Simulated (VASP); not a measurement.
# N in VASP: further runs, part 2 of 2

VASP 6.6.1. Earlier steps stand in the parts before.

### Step 5. Single point, PBE+D3(BJ)

The input, INCAR:

```
  PREC = Accurate
  ENCUT = 520
  EDIFF = 1E-7
  ISMEAR = -1
  SIGMA = 0.02
  LREAL = Auto
  LASPH = True
  NELM = 100
  ALGO = Normal
  ISIF = 2
  LWAVE = False
  LCHARG = False
  GGA = PE
  IVDW = 12
  NBANDS = 78
```

The input, KPOINTS:

```
regular mesh
0
Gamma
  1 1 1
```

The input, POSCAR:

```
N
1.0
    9.6720280000      0.0000000000      0.0000000000
    0.0000000000      9.6720280000      0.0000000000
    0.0000000000      0.0000000000      9.6720280000
N
24
Direct
    0.0841498805      0.9510104809      0.1002788660
    0.1498858357      0.8671811124      0.1428862696
    0.7836308993      0.3527802029      0.9354398064
    0.7147518597      0.4419342045      0.9485290986
   -0.0576507843      0.9108224252      0.7258146895
    0.0292286168      0.8554359024      0.7705726245
    0.6921506017      0.2818747009      0.5531414921
    0.6848098455      0.2085601903      0.4664895511
    0.4633464667      0.0794869494      0.8298983419
    0.4905899776      0.1888745566      0.8234053913
    0.3758777373      0.4870023122      0.6572354836
    0.2855967745      0.4402385932      0.7095823130
    0.6130358597      0.9446415995      0.1626649551
    0.5004121163      0.9590232783      0.1450988355
    0.5237784671      0.4378812799      0.3180718666
    0.4524594015      0.3750402708      0.2565439223
    0.6660340520      0.8493358373      0.5307676942
    0.7322559447      0.7611123541      0.5069257450
    0.3530386802      0.8401547225      0.5738506960
    0.2869822130      0.9320279056      0.5850686123
    0.9221644106      0.5154658361      0.5702113352
    0.9605741423      0.4419342045      0.6477441959
    0.1475595397      0.2376957552      0.9854913571
    0.0788769429      0.2091081622      0.8962753210
```

Potentials or basis: VASP PAW PBE potentials, release 64 (N).

The run is started by

```
> cat potpaw_PBE.64/N/POTCAR > POTCAR
> mpirun -np 1 vasp_gam > vasp.out
```

OUTCAR:

```text
PREC = Accurate
   ENCUT = 520
   EDIFF = 1E-7
   ISMEAR = -1
   LREAL = Auto
   LASPH = True
   NELM = 100
   ISIF = 2
   GGA = PE
   IVDW = 12
 IVDW          = 12

 ion  position               nearest neighbor table
   1  0.084  0.951  0.100-   2 1.11
   2  0.150  0.867  0.143-   1 1.11
   3  0.784  0.353  0.935-   4 1.10
   4  0.715  0.442  0.949-   3 1.10
   5  0.942  0.911  0.726-   6 1.09
   6  0.029  0.855  0.771-   5 1.09
[... 16 lines left out ...]
  23  0.148  0.238  0.985-  24 1.12
  24  0.079  0.209  0.896-  23 1.12

  LATTYP: Found a simple cubic cell.
 ALAT       =     9.6720280000

  Lattice vectors:

 A1 = (   9.6720280000,   0.0000000000,   0.0000000000)
 A2 = (   0.0000000000,   9.6720280000,   0.0000000000)
 A3 = (   0.0000000000,   0.0000000000,   9.6720280000)

Analysis of symmetry for initial positions (statically):
=====================================================================
 Subroutine PRICEL returns:
 Original cell was already a primitive cell.

 Routine SETGRP: Setting up the symmetry group for a
 simple cubic supercell.

 Subroutine GETGRP returns: Found  1 space group operations
 (whereof  1 operations were pure point group operations)
 out of a pool of 48 trial point group operations.

The static configuration has the point symmetry C_1 .

Analysis of symmetry for dynamics (positions and initial velocities):
=====================================================================
 Subroutine PRICEL returns:
 Original cell was already a primitive cell.

 Routine SETGRP: Setting up the symmetry group for a
 simple cubic supercell.

 Subroutine GETGRP returns: Found  1 space group operations
 (whereof  1 operations were pure point group operations)
 out of a pool of 48 trial point group operations.

The dynamic configuration has the point symmetry C_1 .

 Subroutine INISYM returns: Found  1 space group operations
 (whereof  1 operations are pure point group operations),
 and found     1 'primitive' translations

----------------------------------------------------------------------------------------

                                     Primitive cell

  volume of cell :     904.8001

  direct lattice vectors                    reciprocal lattice vectors
     9.672028000  0.000000000  0.000000000     0.103390933  0.000000000  0.000000000
     0.000000000  9.672028000  0.000000000     0.000000000  0.103390933  0.000000000
     0.000000000  0.000000000  9.672028000     0.000000000  0.000000000  0.103390933

  length of vectors
     9.672028000  9.672028000  9.672028000     0.103390933  0.103390933  0.103390933

  position of ions in fractional coordinates (direct lattice)
     0.084149881  0.951010481  0.100278866
     0.149885836  0.867181112  0.142886270
     0.783630899  0.352780203  0.935439806
     0.714751860  0.441934205  0.948529099
     0.942349216  0.910822425  0.725814689
     0.029228617  0.855435902  0.770572624
[... 16 lines left out ...]
     0.147559540  0.237695755  0.985491357
     0.078876943  0.209108162  0.896275321

  ion indices of the primitive-cell ions
   primitive index   ion index
                 1           1
                 2           2
                 3           3
                 4           4
                 5           5
                 6           6
[... 16 lines left out ...]
                23          23
                24          24

----------------------------------------------------------------------------------------

 KPOINTS: regular mesh

Automatic generation of k-mesh.
 Grid dimensions read from file:
 generate k-points for:    1    1    1

 Generating k-lattice:

  Cartesian coordinates                     Fractional coordinates (reciprocal lattice)
     0.103390933  0.000000000  0.000000000     1.000000000  0.000000000  0.000000000
     0.000000000  0.103390933  0.000000000     0.000000000  1.000000000  0.000000000
     0.000000000  0.000000000  0.103390933     0.000000000  0.000000000  1.000000000

  Length of vectors
     0.103390933  0.103390933  0.103390933

  Shift w.r.t. Gamma in fractional coordinates (k-lattice)
     0.000000000  0.000000000  0.000000000

 Subroutine IBZKPT returns following result:
 ===========================================

 Found      1 irreducible k-points:

 Following reciprocal coordinates:
            Coordinates               Weight
  0.000000  0.000000  0.000000      1.000000
   k-points           NKPTS =      1   k-points in BZ     NKDIM =      1   number of bands    NBANDS=     78
   number of dos      NEDOS =    301   number of ions     NIONS =     24
   total plane-waves  NPLWV = 373248
   dimension x,y,z NGX =    72 NGY =   72 NGZ =   72
   dimension x,y,z NGXF=   144 NGYF=  144 NGZF=  144
   ions per type =              24
   NGX,Y,Z   is equivalent  to a cutoff of  12.38, 12.38, 12.38 a.u.
   NGXF,Y,Z  is equivalent  to a cutoff of  24.75, 24.75, 24.75 a.u.
 SYSTEM =  unknown system
   PREC   = accura    normal or accurate (medium, high low for compatibility)
   ISTART =      0    job   : 0-new  1-cont  2-samecut
   ICHARG =      2    charge: 1-file 2-atom 10-const
   ISPIN  =      1    spin polarized calculation?
   LNONCOLLINEAR =      F non collinear calculations
   LSORBIT =      F    spin-orbit coupling
   LASPH  =      T    aspherical Exc in radial PAW
   ENCUT  =  520.0 eV  38.22 Ry    6.18 a.u.  17.98 17.98 17.98*2*pi/ulx,y,z
   NELM   =    100;   NELMIN=  2; NELMDL= -5     # of ELM steps
   EDIFF  = 0.1E-06   stopping-criterion for ELM
   LREAL  =      T    real-space projection
   EDIFFG = 0.1E-05   stopping-criterion for IOM
   NSW    =      0    number of steps for IOM
   IBRION =     -1    ionic relax: 0-MD 1-quasi-New 2-CG
   NFREE  =      0    steps in history (QN), initial steepest desc. (CG)
   ISIF   =      2    stress and relaxation
   ISYM   =      2    0-nonsym 1-usesym 2-fastsym
   POTIM  = 0.5000    time-step for ionic-motion
   TEBEG  =    0.0;   TEEND  =   0.0 temperature during run
   PSTRESS=    0.0 pullay stress
   NELECT =     120.0000    total number of electrons
   NUPDOWN=      -1.0000    fix difference up-down
   EMIN   =  10.00;   EMAX   =-10.00  energy-range for DOS
   EFERMI =   0.00;   METHOD = LEGACY
   ISMEAR =    -1;   SIGMA  =   0.02  broadening in eV -4-tet -1-fermi 0-gaus
   EFERMI_NEDOS =   21; number of points for ismear=-14 and -15
   IALGO  =     38    algorithm
   IMIX   =      4    mixing-type and parameters
     AMIX     =   0.40;   BMIX     =  1.00
     AMIX_MAG =   1.60;   BMIX_MAG =  1.00
  volume/ion in A,a.u.               =      37.70       254.41
  Fermi-wavevector in a.u.,A,eV,Ry     =   0.834868  1.577671  9.483318  0.697004
  Thomas-Fermi vector in A             =   1.948331
   LORBIT       =      0    0 simple, 1 ext, 2 COOP (PROOUT), +10 PAW based schemes
   GGA     = PE    functional components
   LHFCALC =     F    Hartree Fock is set to
   AEXX    =    0.0000 exact exchange contribution
   IVDW    =    12    specifies the selected vdW correction
   LEPSILON=     F    determine dielectric tensor
   LRPA    =     F    only Hartree local field effects (RPA)
 non-spin polarized calculation
  energy-cutoff  :      520.00
  volume of cell :      904.80
 maximum number of plane-waves:     12152
 NGX is ok and might be reduce to    70
   NGX = 35   NGY = 35   NGZ = 35

 number of electron     119.9999996 magnetization

 Free energy of the ion-electron system (eV)
  ---------------------------------------------------
  ext. energy  EPLUGINS =         0.00000000
  ---------------------------------------------------
  free energy    TOTEN  =      -199.51510357 eV

  energy without entropy =     -199.51510357  energy(sigma->0) =     -199.51510357

 E-fermi :  -7.1920     XC(G=0):  -4.6473

 val. band max:       -7.7328700619   @ k =   0.0000   0.0000   0.0000
 cond. band min:      -0.3253269296   @ k =   0.0000   0.0000   0.0000
 fundamental gap:      7.4075431322
 Fermi energy:        -7.1920148913

 k-point     1 :       0.0000    0.0000    0.0000
  band No.  band energies     occupation
      1     -26.5776      2.00000
      2     -26.5533      2.00000
      3     -26.4378      2.00000
      4     -26.3611      2.00000
      5     -26.3538      2.00000
      6     -26.3408      2.00000
[... 64 lines left out ...]
     71       0.0522      0.00000
     72       0.1016      0.00000
 [bands above 72 left out]

------------------------ aborting loop because EDIFF is reached ----------------------------------------

 Edisp (eV)   -0.76773

 E8    (eV) :    -0.1825

  FORCE on cell =-STRESS in cart. coord.  units (eV):
  Direction    XX          YY          ZZ          XY          YZ          ZX
  --------------------------------------------------------------------------------------
  -------------------------------------------------------------------------------------
  Total       8.35014    13.38403     3.13106    -4.71658    -0.32724     1.59485
  in kB      14.78603    23.69982     5.54434    -8.35189    -0.57946     2.82408
  external pressure =       14.68 kB  Pullay stress =        0.00 kB

 VOLUME and BASIS-vectors are now :
 -----------------------------------------------------------------------------
  energy-cutoff  :      520.00
  volume of cell :      904.80
      direct lattice vectors                 reciprocal lattice vectors
     9.672028000  0.000000000  0.000000000     0.103390933  0.000000000  0.000000000
     0.000000000  9.672028000  0.000000000     0.000000000  0.103390933  0.000000000
     0.000000000  0.000000000  9.672028000     0.000000000  0.000000000  0.103390933

 POSITION                                       TOTAL-FORCE (eV/Angst)
 -----------------------------------------------------------------------------------
      0.81390      9.19820      0.96990        -0.324230      0.269322     -0.127136
      1.44970      8.38740      1.38200         0.311882     -0.385685      0.208968
      7.57930      3.41210      9.04760         1.525503     -2.032501     -0.275314
      6.91310      4.27440      9.17420        -1.571972      2.055251      0.300159
      9.11443      8.80950      7.02010        -3.416345      2.211268     -1.738670
      0.28270      8.27380      7.45300         3.406099     -2.206930      1.779557
[... 16 lines left out ...]
      1.42720      2.29900      9.53170        -0.899847     -0.304596     -1.212231
      0.76290      2.02250      8.66880         0.956393      0.381130      1.148459
 -----------------------------------------------------------------------------------
    total drift:                               -0.002989      0.001323     -0.000329

  FREE ENERGIE OF THE ION-ELECTRON SYSTEM (eV)
  ---------------------------------------------------
  free  energy   TOTEN  =      -200.2828319754 eV

  energy  without entropy=     -200.2828319754  energy(sigma->0) =     -200.28283198
```

It took 4.4 min on 1 thread of AMD EPYC, shared host; peak memory 0.63 GiB.

Results:

| Quantity | Value |
| --- | --- |
| Free energy | -200.2828 eV |
| Pressure | 1.5 GPa |
| Largest force | 4.432 eV/Å |
| Dispersion energy per atom | -0.032 eV |

Forces on the atoms (eV/Å):
```
N   -0.324  0.269 -0.127
N    0.312 -0.386  0.209
N    1.526 -2.033 -0.275
N   -1.572  2.055  0.300
N   -3.416  2.211 -1.739
N    3.406 -2.207  1.780
N    0.096  1.235  1.600
N   -0.094 -1.374 -1.537
N   -0.818 -3.322  0.202
N    0.822  3.302 -0.184
N    0.884  0.459 -0.524
N   -0.835 -0.427  0.510
N    0.304 -0.043  0.056
N   -0.296  0.046 -0.021
N    1.790  1.698  1.516
N   -1.855 -1.621 -1.610
N   -2.046  2.783  0.735
N    1.986 -2.701 -0.798
N    1.155 -1.729 -0.218
N   -1.198  1.717  0.170
N   -0.690  1.513 -1.644
N    0.806 -1.524  1.662
N   -0.900 -0.305 -1.212
N    0.956  0.381  1.148
```

Levels at points of the mesh, in eV from the Fermi level:
```tsv
k point	band 56	band 57	band 58	band 59	band 60	band 61	band 62	band 63	band 64	band 65
(0.00, 0.00, 0.00)	-0.84	-0.79	-0.76	-0.61	-0.54	6.87	6.90	6.96	6.98	7.03
```

Caveat: the k points lie up to 0.65 Å⁻¹ apart; the standard files for N, O and F lose accuracy on very short bonds.

### Step 6. The runs side by side

```tsv
cell	pressure (GPa)	largest force (eV/Å)
as given, atomic positions A	1.1	1.75
as given, atomic positions B	1.2	4.05
as given, atomic positions C	1.3	5.74
as given, atomic positions D	1.5	4.43
```

Alike in all rows: task single point; level PBE+D3(BJ); potentials or basis VASP PAW PBE potentials, release 64 (N); no spin polarisation; k mesh 1 × 1 × 1; cutoff (eV) 520; smearing fermi-dirac 0.02 eV.

Caveats: all runs use coarse meshes; the standard files for N, O and F lose accuracy on very short bonds.

Absolute energies hang on the potentials; compare differences alone.
